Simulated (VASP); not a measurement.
Wanted: the native input for a VASP 6.6.1 run.

```
Task                   : single point
Functional             : PBE
Potentials or basis    : VASP PAW PBE potentials, release 64 (Pd, Pt, Se)
Cutoff                 : 520 eV
k mesh                 : 3 × 3 × 3
Occupations            : gaussian, width 0.1 eV
Spin                   : no spin polarisation
Dipole correction      : no
Further INCAR settings : ALGO = Normal; EDIFF = 1e-06; NBANDS = 43
```

The structure of PdPt2Se6 lies in POSCAR:

```
PdPt2Se6
1.0
    3.2471099000      1.8747198000      6.2487596000
   -3.2471099000      1.8747198000      6.2487596000
    0.0000000000     -3.7494396000      6.2487596000
Pd Pt Se
1 2 6
Direct
    0.0000000000      0.0000000000      0.0000000000
    0.6667190000      0.6667190000      0.6667190000
    0.3332810000      0.3332810000      0.3332810000
    0.5967720000      0.2639060000      0.9301240000
    0.2639060000      0.9301240000      0.5967720000
    0.9301240000      0.5967720000      0.2639060000
    0.0698760000      0.4032280000      0.7360940000
    0.7360940000      0.0698760000      0.4032280000
    0.4032280000      0.7360940000      0.0698760000
```

The input as run:

INCAR

```
SYSTEM = PdPt2Se6
ALGO = Normal
EDIFF = 1E-6
ENCUT = 520
GGA = PE
ISIF = 2
ISMEAR = 0
LASPH = .True.
LCHARG = .True.
LELF = .True.
LREAL = .False.
LVHAR = .True.
LWAVE = .False.
NBANDS = 43
NELM = 100
PREC = Accurate
SIGMA = 0.1
```

KPOINTS

```
k-points
0
Gamma
  3 3 3
  0 0 0
```

Potentials or basis: VASP PAW PBE potentials, release 64 (Pd, Pt, Se).

The run is started by

```console
$ cat potpaw_PBE.64/Pd/POTCAR potpaw_PBE.64/Pt/POTCAR potpaw_PBE.64/Se/POTCAR > POTCAR
$ mpirun -np 1 vasp_std > vasp.out
```

It gave:

The pressure is 0.0 GPa, the largest force is 0.007 eV/Å and the band gap on the k mesh is 0.81 eV, indirect (least direct gap 0.88 eV).

Caveat: spin-orbit coupling is left out, which moves the levels of the heavy elements.

It took 84 s on 1 thread of AMD EPYC 7R13 Processor (Zen 3), on a shared host, peak memory 0.37 GiB.
